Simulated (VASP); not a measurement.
Here is a VASP 6.6.1 calculation.

INCAR

```
SYSTEM = Pb
PREC = Accurate ; ENCUT = 520
EDIFF = 1E-6 ; ISMEAR = -1
SIGMA = 0.05 ; LREAL = .False.
LASPH = .True. ; NELM = 100
ALGO = Normal ; ISIF = 2
LWAVE = .False. ; LCHARG = .False.
GGA = PE ; NBANDS = 13
```

Contents of KPOINTS:

```
regular mesh
0
Gamma
  16 16 16
  0 0 0
```

Contents of POSCAR:

```
Pb
1.0
   -1.6962802669      1.6962802669      1.6962802669
    1.6962802669     -1.6962802669      1.6962802669
    1.6962802669      1.6962802669     -1.6962802669
Pb
1
Direct
    0.0000000000      0.0000000000      0.0000000000
```

Potentials or basis: VASP PAW PBE potentials, release 64 (Pb_d).

Command:

```bash
$ cat potpaw_PBE.64/Pb_d/POTCAR > POTCAR
$ mpirun -np 1 vasp_std > vasp.out
```

(1) Predict the band gap on the k mesh.

(2) Estimate the pressure.

## Answers

(1) zero (bands 7 and 8 overlap by 14.53 eV).

(2) 63.9 GPa.

Caveat: the cell stands under pressure; spin-orbit coupling is left out, which moves the levels of the heavy elements.
